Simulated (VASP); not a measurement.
# CoSi (zincblende type) (F-43m) in VASP: notebook

CoSi (zincblende type) is run at these levels: PBE; tasks: single point, relaxation of cell and atoms.

Program: VASP 6.6.1. These are calculated values, not measurements. Logs are shortened: lines on timing, memory, paths and dates and some standing lists are left out, and cuts for length are marked.

## (1) The cell of the first run

Symmetry: F-43m, No. 216, cubic system. Conventional cell: a = 5.087 Å, b = 5.087 Å, c = 5.087 Å, α = 90.00°, β = 90.00°, γ = 90.00°. Within 2.9 Å of Co (site symmetry -43m) lie 4 Si at 2.20 Å. Si (site symmetry -43m) has 4 Co at 2.20 Å within 2.9 Å.

## (2) Single point, PBE

Input file INCAR:

```
ALGO = Normal
EDIFF = 1E-6
ENCUT = 520
GGA = PE
ISIF = 2
ISMEAR = -1
LASPH = True
LCHARG = False
LREAL = False
LWAVE = False
NBANDS = 14
NELM = 60
PREC = Accurate
SIGMA = 0.05
```

Input file KPOINTS:

```
k-points
0
Gamma
  13 13 13
```

Input file POSCAR:

```
CoSi
1.0
    0.0000000000      2.5436195725      2.5436195725
    2.5436195725      0.0000000000      2.5436195725
    2.5436195725      2.5436195725      0.0000000000
Co Si
1 1
Direct
    0.0000000000      0.0000000000      0.0000000000
    0.2500000000      0.2500000000      0.2500000000
```

Potentials or basis: VASP PAW PBE potentials, release 64 (Co, Si).

On the command line:

```bash
$ cat potpaw_PBE.64/Co/POTCAR potpaw_PBE.64/Si/POTCAR > POTCAR
$ mpirun -np 1 vasp_std > vasp.out
```

OUTCAR:

```text
EDIFF = 1E-6
   ENCUT = 520
   GGA = PE
   ISIF = 2
   ISMEAR = -1
   LASPH = True
   LREAL = False
   NELM = 60
   PREC = Accurate

 ion  position               nearest neighbor table
   1  0.000  0.000  0.000-   2 2.20   2 2.20   2 2.20   2 2.20
   2  0.250  0.250  0.250-   1 2.20   1 2.20   1 2.20   1 2.20

  LATTYP: Found a face centered cubic cell.
 ALAT       =     5.0872391450

  Lattice vectors:

 A1 = (   0.0000000000,   2.5436195725,   2.5436195725)
 A2 = (   2.5436195725,   0.0000000000,   2.5436195725)
 A3 = (   2.5436195725,   2.5436195725,   0.0000000000)

Analysis of symmetry for initial positions (statically):
=====================================================================
 Subroutine PRICEL returns:
 Original cell was already a primitive cell.

 Routine SETGRP: Setting up the symmetry group for a
 face centered cubic supercell.

 Subroutine GETGRP returns: Found 24 space group operations
 (whereof 24 operations were pure point group operations)
 out of a pool of 48 trial point group operations.

The static configuration has the point symmetry T_d .

Analysis of symmetry for dynamics (positions and initial velocities):
=====================================================================
 Subroutine PRICEL returns:
 Original cell was already a primitive cell.

 Routine SETGRP: Setting up the symmetry group for a
 face centered cubic supercell.

 Subroutine GETGRP returns: Found 24 space group operations
 (whereof 24 operations were pure point group operations)
 out of a pool of 48 trial point group operations.

The dynamic configuration has the point symmetry T_d .

 Subroutine INISYM returns: Found 24 space group operations
 (whereof 24 operations are pure point group operations),
 and found     1 'primitive' translations

----------------------------------------------------------------------------------------

                                     Primitive cell

  volume of cell :      32.9144

  direct lattice vectors                    reciprocal lattice vectors
     0.000000000  2.543619572  2.543619572    -0.196570275  0.196570275  0.196570275
     2.543619572  0.000000000  2.543619572     0.196570275 -0.196570275  0.196570275
     2.543619572  2.543619572  0.000000000     0.196570275  0.196570275 -0.196570275

  length of vectors
     3.597221297  3.597221297  3.597221297     0.340469704  0.340469704  0.340469704

  position of ions in fractional coordinates (direct lattice)
[... 87 lines left out ...]
   POTIM  = 0.5000    time-step for ionic-motion
   TEBEG  =    0.0;   TEEND  =   0.0 temperature during run
   PSTRESS=    0.0 pullay stress
   NELECT =      13.0000    total number of electrons
   NUPDOWN=      -1.0000    fix difference up-down
   EMIN   =  10.00;   EMAX   =-10.00  energy-range for DOS
   EFERMI =   0.00;   METHOD = LEGACY
   ISMEAR =    -1;   SIGMA  =   0.05  broadening in eV -4-tet -1-fermi 0-gaus
   EFERMI_NEDOS =   21; number of points for ismear=-14 and -15
   IALGO  =     38    algorithm
   IMIX   =      4    mixing-type and parameters
     AMIX     =   0.40;   BMIX     =  1.00
     AMIX_MAG =   1.60;   BMIX_MAG =  1.00
  volume/ion in A,a.u.               =      16.46       111.06
  Fermi-wavevector in a.u.,A,eV,Ry     =   1.201140  2.269826 19.629647  1.442738
  Thomas-Fermi vector in A             =   2.336957
   LORBIT       =      0    0 simple, 1 ext, 2 COOP (PROOUT), +10 PAW based schemes
   GGA     = PE    functional components
   LHFCALC =     F    Hartree Fock is set to
   AEXX    =    0.0000 exact exchange contribution
   IVDW    =     0    specifies the selected vdW correction
   LEPSILON=     F    determine dielectric tensor
   LRPA    =     F    only Hartree local field effects (RPA)
 non-spin polarized calculation
  energy-cutoff  :      520.00
  volume of cell :       32.91
 maximum number of plane-waves:       905
   NGX = 13   NGY = 13   NGZ = 13

 number of electron      12.9999999 magnetization

 Free energy of the ion-electron system (eV)
  ---------------------------------------------------
  ext. energy  EPLUGINS =         0.00000000
  ---------------------------------------------------
  free energy    TOTEN  =       -11.73230052 eV

  energy without entropy =      -11.72460636  energy(sigma->0) =      -11.72845344

 E-fermi :   6.0493     XC(G=0): -10.5525

 val. band max:        5.9982503405   @ k =  -0.3077   0.3077   0.0769
 cond. band min:       6.0987112993   @ k =   0.4615   0.3077   0.0000
 fundamental gap:      0.1004609588
 Fermi energy:         6.0493073134

 k-point     1 :       0.0000    0.0000    0.0000
  band No.  band energies     occupation
      1      -3.8554      2.00000
      2       3.7400      2.00000
      3       3.7400      2.00000
      4       3.7400      2.00000
      5       5.0272      2.00000
      6       5.0272      2.00000
      7      12.4711      0.00000
      8      12.4711      0.00000
      9      12.4711      0.00000
     10      13.7770      0.00000
     11      13.7770      0.00000
     12      13.7770      0.00000
     13      15.1570      0.00000
     14      19.7200      0.00000
[... 377 lines left out ...]
      1      -1.4349      2.00000
      2       2.4195      2.00000
      3       3.8391      2.00000
      4       4.0677      2.00000
      5       5.0451      2.00000
      6       5.2222      2.00000
      7       5.7361      1.99620
      8       9.0062      0.00000
      9       9.2028      0.00000
     10      13.2207      0.00000
     11      15.7445      0.00000
     12      16.0731      0.00000
     13      17.8889      0.00000
     14      20.1305      0.00000

 [... further k-points ...]

------------------------ aborting loop because EDIFF is reached ----------------------------------------

  FORCE on cell =-STRESS in cart. coord.  units (eV):
  Direction    XX          YY          ZZ          XY          YZ          ZX
  --------------------------------------------------------------------------------------
  -------------------------------------------------------------------------------------
  Total       -0.0005148     -0.0005148     -0.0005148      0.0000000      0.0000000      0.0000000
  in kB       -0.0250603     -0.0250603     -0.0250603      0.0000000      0.0000000      0.0000000
  external PRESSURE =      -0.0250603 kB  Pullay stress =       0.0000000 kB

 VOLUME and BASIS-vectors are now :
 -----------------------------------------------------------------------------
  energy-cutoff  :      520.00
  volume of cell :       32.91
      direct lattice vectors                 reciprocal lattice vectors
     0.000000000  2.543619572  2.543619572    -0.196570275  0.196570275  0.196570275
     2.543619572  0.000000000  2.543619572     0.196570275 -0.196570275  0.196570275
     2.543619572  2.543619572  0.000000000     0.196570275  0.196570275 -0.196570275

 POSITION                                       TOTAL-FORCE (eV/Angst)
 -----------------------------------------------------------------------------------
      0.00000      0.00000      0.00000         0.000000      0.000000      0.000000
      1.27181      1.27181      1.27181        -0.000000     -0.000000     -0.000000
 -----------------------------------------------------------------------------------
    total drift:                                0.000001      0.000001      0.000001

  FREE ENERGIE OF THE ION-ELECTRON SYSTEM (eV)
  ---------------------------------------------------
  free  energy   TOTEN  =       -11.7323005226 eV

  energy  without entropy=      -11.7246063619  energy(sigma->0) =      -11.72845344
```

It took 17 s on 1 thread of Intel Xeon 6975P-C (Granite Rapids), shared host; peak memory 0.18 GiB.

What came out:

| Item | Value |
| --- | --- |
| Free energy | -11.7323 eV |
| Pressure | 0.0 GPa |

Spin polarisation is off, so any magnetic state and its effect on volume and gap are missing.

## (3) Relaxation of cell and atoms, PBE, target pressure -0.00054 GPa, at which the enthalpy is minimised

This run uses another cell than the first one, of 15.21 Å³/atom, 0.924 times its volume.

Input file INCAR:

```
PREC = Accurate
ENCUT = 600
EDIFF = 1E-6
ISMEAR = -1
SIGMA = 0.05
LREAL = False
LASPH = True
NELM = 80
ALGO = Normal
ISIF = 3
LWAVE = False
LCHARG = False
GGA = PE
IBRION = 2
NSW = 60
EDIFFG = -0.005
PSTRESS = -0.0054
```

Input file KPOINTS:

```
Automatic mesh
0
Gamma
  13 13 13
```

Input file POSCAR:

```
CoSi
1.0
    0.0000000000      2.4774019895      2.4774019895
    2.4774019895      0.0000000000      2.4774019895
    2.4774019895      2.4774019895      0.0000000000
Co Si
1 1
Direct
    0.0000000000      0.0000000000      0.0000000000
    0.2500000000      0.2500000000      0.2500000000
```

Potentials or basis: VASP PAW PBE potentials, release 64 (Co, Si).

On the command line:

```bash
$ cat potpaw_PBE.64/Co/POTCAR potpaw_PBE.64/Si/POTCAR > POTCAR
$ mpirun -np 1 vasp_std > vasp.out
```

OUTCAR:

```text
PREC = Accurate
   ENCUT = 600
   EDIFF = 1E-6
   ISMEAR = -1
   LREAL = False
   LASPH = True
   NELM = 80
   ISIF = 3
   GGA = PE
   IBRION = 2
   NSW = 60
   EDIFFG = -0.005
   PSTRESS = -0.0054

 ion  position               nearest neighbor table
   1  0.000  0.000  0.000-   2 2.15   2 2.15   2 2.15   2 2.15
   2  0.250  0.250  0.250-   1 2.15   1 2.15   1 2.15   1 2.15

  LATTYP: Found a face centered cubic cell.
 ALAT       =     4.9548039790

  Lattice vectors:

 A1 = (   0.0000000000,   2.4774019895,   2.4774019895)
 A2 = (   2.4774019895,   0.0000000000,   2.4774019895)
 A3 = (   2.4774019895,   2.4774019895,   0.0000000000)

Analysis of symmetry for initial positions (statically):
=====================================================================
 Subroutine PRICEL returns:
 Original cell was already a primitive cell.

 Routine SETGRP: Setting up the symmetry group for a
 face centered cubic supercell.

 Subroutine GETGRP returns: Found 24 space group operations
 (whereof 24 operations were pure point group operations)
 out of a pool of 48 trial point group operations.

The static configuration has the point symmetry T_d .

Analysis of symmetry for dynamics (positions and initial velocities):
=====================================================================
 Subroutine PRICEL returns:
 Original cell was already a primitive cell.

 Routine SETGRP: Setting up the symmetry group for a
 face centered cubic supercell.

 Subroutine GETGRP returns: Found 24 space group operations
 (whereof 24 operations were pure point group operations)
 out of a pool of 48 trial point group operations.

The dynamic configuration has the point symmetry T_d .

 Subroutine INISYM returns: Found 24 space group operations
 (whereof 24 operations are pure point group operations),
 and found     1 'primitive' translations

----------------------------------------------------------------------------------------

                                     Primitive cell

  volume of cell :      30.4102

  direct lattice vectors                    reciprocal lattice vectors
     0.000000000  2.477401990  2.477401990    -0.201824331  0.201824331  0.201824331
     2.477401990  0.000000000  2.477401990     0.201824331 -0.201824331  0.201824331
     2.477401990  2.477401990  0.000000000     0.201824331  0.201824331 -0.201824331

  length of vectors
     3.503575493  3.503575493  3.503575493     0.349569996  0.349569996  0.349569996

  position of ions in fractional coordinates (direct lattice)
     0.000000000  0.000000000  0.000000000
     0.250000000  0.250000000  0.250000000

  ion indices of the primitive-cell ions
   primitive index   ion index
                 1           1
                 2           2

----------------------------------------------------------------------------------------

 KPOINTS: Automatic mesh

Automatic generation of k-mesh.
 Grid dimensions read from file:
 generate k-points for:   13   13   13

 Generating k-lattice:

  Cartesian coordinates                     Fractional coordinates (reciprocal lattice)
    -0.015524949  0.015524949  0.015524949     0.076923077  0.000000000  0.000000000
[... 56 lines left out ...]
   LASPH  =      T    aspherical Exc in radial PAW
   ENCUT  =  600.0 eV  44.10 Ry    6.64 a.u.   7.00  7.00  7.00*2*pi/ulx,y,z
   NELM   =     80;   NELMIN=  2; NELMDL= -5     # of ELM steps
   EDIFF  = 0.1E-05   stopping-criterion for ELM
   LREAL  =      F    real-space projection
   EDIFFG = -.5E-02   stopping-criterion for IOM
   NSW    =     60    number of steps for IOM
   IBRION =      2    ionic relax: 0-MD 1-quasi-New 2-CG
   NFREE  =      1    steps in history (QN), initial steepest desc. (CG)
   ISIF   =      3    stress and relaxation
   ISYM   =      2    0-nonsym 1-usesym 2-fastsym
   POTIM  = 0.5000    time-step for ionic-motion
   TEBEG  =    0.0;   TEEND  =   0.0 temperature during run
   PSTRESS=   -0.0 pullay stress
   NELECT =      13.0000    total number of electrons
   NUPDOWN=      -1.0000    fix difference up-down
   EMIN   =  10.00;   EMAX   =-10.00  energy-range for DOS
   EFERMI =   0.00;   METHOD = LEGACY
   ISMEAR =    -1;   SIGMA  =   0.05  broadening in eV -4-tet -1-fermi 0-gaus
   EFERMI_NEDOS =   21; number of points for ismear=-14 and -15
   IALGO  =     38    algorithm
   IMIX   =      4    mixing-type and parameters
     AMIX     =   0.40;   BMIX     =  1.00
     AMIX_MAG =   1.60;   BMIX_MAG =  1.00
  volume/ion in A,a.u.               =      15.21       102.61
  Fermi-wavevector in a.u.,A,eV,Ry     =   1.233245  2.330496 20.693019  1.520894
  Thomas-Fermi vector in A             =   2.367983
   LORBIT       =      0    0 simple, 1 ext, 2 COOP (PROOUT), +10 PAW based schemes
   GGA     = PE    functional components
   LHFCALC =     F    Hartree Fock is set to
   AEXX    =    0.0000 exact exchange contribution
   IVDW    =     0    specifies the selected vdW correction
   LEPSILON=     F    determine dielectric tensor
   LRPA    =     F    only Hartree local field effects (RPA)
 conjugate gradient relaxation of ions
 non-spin polarized calculation
  energy-cutoff  :      600.00
  volume of cell :       30.41
 maximum number of plane-waves:      1026
   NGX = 13   NGY = 13   NGZ = 13

--------------------------------------- Ionic step        1  -------------------------------------------

 number of electron      13.0000000 magnetization

 Free energy of the ion-electron system (eV)
  ---------------------------------------------------
  ext. energy  EPLUGINS =         0.00000000
  ---------------------------------------------------
  free energy    TOTEN  =       -11.65804347 eV

  energy without entropy =      -11.65142273  energy(sigma->0) =      -11.65473310

------------------------ aborting loop because EDIFF is reached ----------------------------------------

  FORCE on cell =-STRESS in cart. coord.  units (eV):
  Direction    XX          YY          ZZ          XY          YZ          ZX
  --------------------------------------------------------------------------------------
  -------------------------------------------------------------------------------------
  Total        1.9135827      1.9135827      1.9135827      0.0000000      0.0000000      0.0000000
  in kB      100.8180719    100.8180719    100.8180719      0.0000000      0.0000000      0.0000000
  external PRESSURE =     100.8234719 kB  Pullay stress =      -0.0054000 kB
[... 97 lines left out ...]
  energy  without entropy=      -11.7239147799  energy(sigma->0) =      -11.72776506

  enthalpy is  TOTEN    =       -11.7317262937 eV   P V=       -0.0001109482

[... ionic steps 4 to 8 ...]

--------------------------------------- Ionic step        9  -------------------------------------------

 number of electron      13.0000000 magnetization

------------------------ aborting loop because EDIFF is reached ----------------------------------------
[... 71 lines left out ...]
--------------------------------------- Ionic step       11  -------------------------------------------

 number of electron      13.0000000 magnetization

 Free energy of the ion-electron system (eV)
  ---------------------------------------------------
  ext. energy  EPLUGINS =         0.00000000
  ---------------------------------------------------
  free energy    TOTEN  =       -11.73159837 eV

  energy without entropy =      -11.72392329  energy(sigma->0) =      -11.72776083

 E-fermi :   6.0647     XC(G=0): -10.5591

 val. band max:        6.0134864330   @ k =  -0.3077   0.3077   0.0769
 cond. band min:       6.1142643289   @ k =   0.4615   0.3077   0.0000
 fundamental gap:      0.1007778959
 Fermi energy:         6.0647226779

 k-point     1 :       0.0000    0.0000    0.0000
  band No.  band energies     occupation
      1      -3.8480      2.00000
      2       3.7516      2.00000
      3       3.7516      2.00000
      4       3.7516      2.00000
      5       5.0403      2.00000
      6       5.0403      2.00000
      7      12.4971      0.00000
      8      12.4971      0.00000
      9      12.4971      0.00000
     10      13.7969      0.00000
[... 287 lines left out ...]
 k-point    24 :       0.4615    0.1538    0.0000
  band No.  band energies     occupation
      1      -1.4235      2.00000
      2       2.4297      2.00000
      3       3.8507      2.00000
      4       4.0798      2.00000
      5       5.0584      2.00000
      6       5.2359      2.00000
      7       5.7510      1.99624
      8       9.0265      0.00000
      9       9.2224      0.00000
     10      13.2408      0.00000

 [... further k-points ...]

------------------------ aborting loop because EDIFF is reached ----------------------------------------

  FORCE on cell =-STRESS in cart. coord.  units (eV):
  Direction    XX          YY          ZZ          XY          YZ          ZX
  --------------------------------------------------------------------------------------
  -------------------------------------------------------------------------------------
  Total        0.0085003      0.0085003      0.0085003      0.0000000      0.0000000      0.0000000
  in kB        0.4143764      0.4143764      0.4143764      0.0000000      0.0000000      0.0000000
  external PRESSURE =       0.4197764 kB  Pullay stress =      -0.0054000 kB
[... 21 lines left out ...]
  energy  without entropy=      -11.7239232912  energy(sigma->0) =      -11.72776083

  enthalpy is  TOTEN    =       -11.7317091409 eV   P V=       -0.0001107733

 reached required accuracy - stopping structural energy minimisation
```

CONTCAR:

```text
CoSi
   1.00000000000000
    -0.0000000000000000    2.5423812187105517    2.5423812187105517
     2.5423812187105517   -0.0000000000000000    2.5423812187105517
     2.5423812187105517    2.5423812187105517    0.0000000000000000
  Co              Si
     1     1
Direct
     0.0000000000000000    0.0000000000000000    0.0000000000000000
     0.2500000000000000    0.2500000000000000    0.2500000000000000

  0.00000000E+00  0.00000000E+00  0.00000000E+00
  0.00000000E+00  0.00000000E+00  0.00000000E+00
```

Run time: 54 s. Hardware: 1 thread of Intel Xeon 6975P-C (Granite Rapids), shared host; peak memory 0.19 GiB.

What came out:

- Free energy: -11.7316 eV
- Relaxed volume: 16.43 Å³/atom
- Relaxed cell: a = 3.595 Å, b = 3.595 Å, c = 3.595 Å, α = 60.00°, β = 60.00°, γ = 60.00°
- Space group after relaxing (to 0.05 Å): F-43m (No. 216)
- Energy change on relaxing (the enthalpy is what falls): -36.8 meV/atom
- Ionic steps: 11
- Pressure after relaxing: 0.0 GPa

Step by step:
| step | energy change (eV) | largest force (eV/Å) | pressure (GPa) | volume (Å³) |
| --- | --- | --- | --- | --- |
| 1 | 0.0000 | 0.0000 | 10.08 | 30.41 |
| 2 | -0.0397 | 0.0000 | -5.36 | 34.82 |
| 3 | -0.0736 | 0.0000 | -0.23 | 32.92 |
| 4 | -0.0735 | 0.0000 | 0.23 | 32.86 |
| 5 | -0.0735 | 0.0000 | 0.20 | 32.86 |
| 6 | -0.0736 | 0.0000 | 0.23 | 32.87 |
| 7 | -0.0736 | 0.0000 | 0.06 | 32.87 |
| 8 | -0.0736 | 0.0000 | 0.12 | 32.87 |
| 9 | -0.0736 | 0.0000 | 0.11 | 32.87 |
| 10 | -0.0736 | 0.0000 | 0.09 | 32.87 |
| 11 | -0.0736 | 0.0000 | 0.04 | 32.87 |

Final structure:
```cif
data_structure
_symmetry_space_group_name_H-M 'P 1'
_symmetry_Int_Tables_number 1
_cell_length_a 3.5955
_cell_length_b 3.5955
_cell_length_c 3.5955
_cell_angle_alpha 60.000
_cell_angle_beta 60.000
_cell_angle_gamma 60.000
_cell_volume 32.87
loop_
_atom_site_label
_atom_site_type_symbol
_atom_site_fract_x
_atom_site_fract_y
_atom_site_fract_z
_atom_site_occupancy
Co1 Co 0.00000 0.00000 0.00000 1
Si1 Si 0.25000 0.25000 0.25000 1
```

Caveat: the cell is relaxed towards a set pressure, so the enthalpy falls and the energy may rise. Spin polarisation is off, so any magnetic state and its effect on volume and gap are missing.
